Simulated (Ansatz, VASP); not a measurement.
# B: VASP beside Ansatz

```
CELL_PARAMETERS angstrom
2.90876 -0.02199 0.00226
-1.41140 5.61908 -0.00565
-0.01349 -1.08457 5.81668
ATOMIC_POSITIONS crystal
B 0.64128 0.61490 0.59495
B 0.87316 0.07950 0.01166
B 0.29150 0.91625 0.98090
B 0.51373 0.35930 0.38581
B 0.76552 0.86543 0.18592
B 0.16192 0.65637 0.75347
B 0.77962 0.89334 0.74240
B 0.80617 0.94375 0.47232
B 0.14740 0.62703 0.04865
B 0.01849 0.36965 0.16100
B 0.37476 0.08113 0.45023
B 0.61941 0.57122 0.22870
```

Alike in both runs: functional r2SCAN; k mesh 12 × 8 × 6; occupations gaussian, width 0.1 eV; no spin polarisation.

Ansatz relaxed the structure, and its values are those at the end. VASP's run is a single point on that final structure, the one shown.

```csv
,VASP,Ansatz
version,VASP 6.6.1,Ansatz 0.2.0
potentials or method,"VASP PAW PBE potentials, release 64 (B), cutoff 520 eV","scalar-relativistic, plane waves, PAW"
valence electrons in the cell,36,36
```

VASP gave:

| Quantity | Value |
| --- | --- |
| gap on the k mesh at the Fermi level (eV) | none |
| pressure (GPa) | 0.1 |
| rms of the force components (eV/Å) | 0.007 |

What did Ansatz give for the same quantities?

gap on the k mesh at the Fermi level (eV): none; pressure (GPa): 0.0; rms of the force components (eV/Å): 0.001.

VASP's potentials were made for PBE, not for r2SCAN. A gap of «none» marks a metal or a gap that the smearing closes.
